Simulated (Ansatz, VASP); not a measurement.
# CdSe: VASP beside Ansatz

Contents of INCAR:

```
SYSTEM = CdSe
ALGO = Normal
EDIFF = 1E-6
ENCUT = 520
GGA = CA
ISIF = 2
ISMEAR = 0
LASPH = .True.
LCHARG = .False.
LREAL = .False.
LWAVE = .False.
NBANDS = 16
NELM = 100
PREC = Accurate
SIGMA = 0.01
```

KPOINTS

```
k-points
0
Gamma
  6 6 6
  0 0 0
```

POSCAR

```
CdSe
1.0
    3.0340336132      3.0340336132      0.0000000000
   -3.0340336132      3.0340336132      0.0000000000
    0.0000000000      3.0340336132      2.9595455835
Cd Se
1 1
Direct
    0.0000000000      0.0000000000      0.0000000000
    0.7500000000      0.2500000000      0.5000000000
```

Input for Ansatz:

```yaml
crystal:
  lattice:
    - [3.03403361319, 3.03403361319, 0.0]
    - [-3.03403361319, 3.03403361319, 0.0]
    - [0.0, 3.03403361319, 2.95954558348]
  atoms:
    - { symbol: Cd, position: [0.0, 0.0, 0.0] }
    - { symbol: Se, position: [0.75, 0.25, 0.5] }
kpoints:
  mp_grid: { grid: [6, 6, 6] }
scf:
  occupations: { method: fixed }
  convergence: { dr2_threshold: 1.0e-10 }
hamiltonian:
  xc: lda
  pseudopotentials: { kind: all_electron, lapw: { basis_error: 0.0005 } }
output:
  forces: true
  stress: true
  eigenstates:
    kpoints:
      - [0.0, 0.0, 0.0]
      - [-0.5, -0.5, -0.5]
      - [-0.5, 0.5, 0.0]
      - [0.0, 0.0, -0.5]
      - [0.0, -0.5, -0.5]
      - [0.0, 0.5, 0.0]
      - [-0.5, 0.0, 0.0]
      - [-0.5, 0.0, -0.5]
  eigenvalues: true
```

Change from the starting cell: film at in-plane strain +0.01.

Alike in both runs: task single point; functional LDA; k mesh 6 × 6 × 6; no spin polarisation.

|  | VASP | Ansatz |
| --- | --- | --- |
| version | VASP 6.6.1 | Ansatz 0.2.0 |
| potentials or method | VASP PAW LDA potentials, release 64 (Cd, Se), cutoff 520 eV | all-electron LAPW, scalar-relativistic |
| occupations | gaussian, width 0.01 eV | fixed |

|  | VASP | Ansatz | Ansatz less VASP |
| --- | --- | --- | --- |
| gap on the k mesh at the Fermi level (eV) | 0.37 | 0.34 | -0.036 |
| pressure (GPa) | 0.2 | -0.3 | -0.46 |
| traceless stress, the component that is largest in VASP (GPa) | 0.29 | 0.30 | +0.009 |

LDA's correlation is that of Perdew and Zunger in VASP and of Perdew and Wang (1992) in Ansatz. Ansatz ran all-electron here, and VASP with PAW potentials.
